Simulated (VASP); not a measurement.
## InAs: single point with PBE

InAs:

```
CELL_PARAMETERS angstrom
0.00000 2.90304 3.02400
2.90304 0.00000 3.02400
2.90304 2.90304 0.00000
ATOMIC_POSITIONS crystal
In 0.00000 0.00000 0.00000
As 0.75000 0.75000 0.75000
```

This cell differs from its parent crystal: strain -0.040 along x and y, +0.000 along z.

```json
{
  "Program": "VASP 6.6.1",
  "Task": "single point",
  "Functional": "PBE",
  "Potentials or basis": "VASP PAW PBE potentials, release 64 (In_d, As)",
  "Cutoff": "520 eV",
  "k mesh": "14 × 14 × 14",
  "Occupations": "gaussian, width 0.15 eV",
  "Spin": "no spin polarisation"
}
```

* Pressure: 10.4 GPa
* Band gap on the k mesh: 0.14 eV

Stress tensor (GPa, compression positive):
```
10.81  0.00  0.00
 0.00 10.81  0.00
 0.00  0.00  9.53
```

Levels at points of the mesh, in eV from the valence-band top:
| k point | band 7 | band 8 | band 9 | band 10 | band 11 | band 12 |
| --- | --- | --- | --- | --- | --- | --- |
| (0.00, 0.00, 0.00) | -0.23 | 0.00 | 0.00 | 0.14 | 3.84 | 3.84 |
| (0.50, 0.00, 0.00) | -6.28 | -1.34 | -1.04 | 1.04 | 4.53 | 4.79 |
| (0.50, 0.50, 0.00) | -6.45 | -2.52 | -2.52 | 1.48 | 2.24 | 9.38 |
| (0.50, 0.00, 0.50) | -6.19 | -2.77 | -2.75 | 1.26 | 1.86 | 9.50 |

Run time: 3.5 min on 1 thread of Intel Xeon 8259CL, on a shared host, peak memory 0.34 GiB.

Caveat: the cell differs from its parent crystal (strain -0.040 along x and y, +0.000 along z); the cell stands under pressure; semilocal functionals underestimate gaps, and a narrow one can read as zero; spin-orbit coupling is left out, which moves the levels of the heavy elements.
